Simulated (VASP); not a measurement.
Input of a VASP 6.6.1 run:

File POSCAR:

```
NaH
1.0
    3.9533072863      0.0000000000      0.0000000000
   -1.9766536431      3.4236645389      0.0000000000
    0.0000000000      0.0000000000      4.8283237758
Na H
2 2
Direct
    0.3333333333      0.6666666667      0.2500000000
    0.6666666667      0.3333333333      0.7500000000
    0.6666666667      0.3333333333      0.2500000000
    0.3333333333      0.6666666667      0.7500000000
```

File INCAR.step1:

```
SYSTEM = NaH
PREC     = Accurate       ! precision mode
ENCUT    = 520            ! plane-wave cutoff, eV
EDIFF    = 1E-5           ! SCF threshold, eV
ISMEAR   = 0              ! smearing method
SIGMA    = 0.01           ! smearing width, eV
LREAL    = .FALSE.        ! projectors in reciprocal space
LASPH    = .TRUE.         ! aspherical terms in the spheres
NELM     = 80             ! most SCF steps
ALGO     = Normal         ! electronic algorithm
ISIF     = 2              ! what is computed and relaxed
LWAVE    = .TRUE.         ! write WAVECAR
LCHARG   = .FALSE.        ! write CHGCAR
NBANDS   = 16             ! bands
GGA      = PE             ! functional
```

Contents of INCAR.step2:

```
SYSTEM = NaH
PREC     = Accurate       ! precision mode
ENCUT    = 520            ! plane-wave cutoff, eV
EDIFF    = 1E-6           ! SCF threshold, eV
ISMEAR   = 0              ! smearing method
SIGMA    = 0.01           ! smearing width, eV
LREAL    = .FALSE.        ! projectors in reciprocal space
LASPH    = .TRUE.         ! aspherical terms in the spheres
NELM     = 80             ! most SCF steps
ALGO     = Normal         ! electronic algorithm
ISIF     = 2              ! what is computed and relaxed
LWAVE    = .FALSE.        ! write WAVECAR
LCHARG   = .FALSE.        ! write CHGCAR
GGA      = PE             ! functional
LHFCALC  = .TRUE.         ! exact exchange
HFSCREEN = 0.2079         ! screening, 1/A
PRECFOCK = Normal       
NBANDS   = 16             ! bands
ISTART   = 1
```

KPOINTS

```
regular mesh
0
G
  6 6 2
  0 0 0
```

Potentials or basis: VASP PAW PBE potentials, release 64 (Na_pv, H).

Launch:

```bash
$ cat potpaw_PBE.64/Na_pv/POTCAR potpaw_PBE.64/H/POTCAR > POTCAR
$ cp INCAR.step1 INCAR
$ mpirun -np 1 vasp_std > vasp.out
$ cp INCAR.step2 INCAR
$ mpirun -np 1 vasp_std > vasp.out
```

Problem. Predict the pressure.

Solution. 0.1 GPa.

Problem. What does it give for the band gap on the k mesh?

Solution. 4.26 eV, indirect (least direct gap 5.25 eV).

Stress tensor (GPa, compression positive):
```
 0.16  0.00  0.00
 0.00  0.16  0.00
 0.00  0.00 -0.02
```

Caveat: the k points lie up to 0.65 Å⁻¹ apart; the PAW data sets were made with another functional, which shifts forces and pressure a little. A k mesh can miss the band edges.
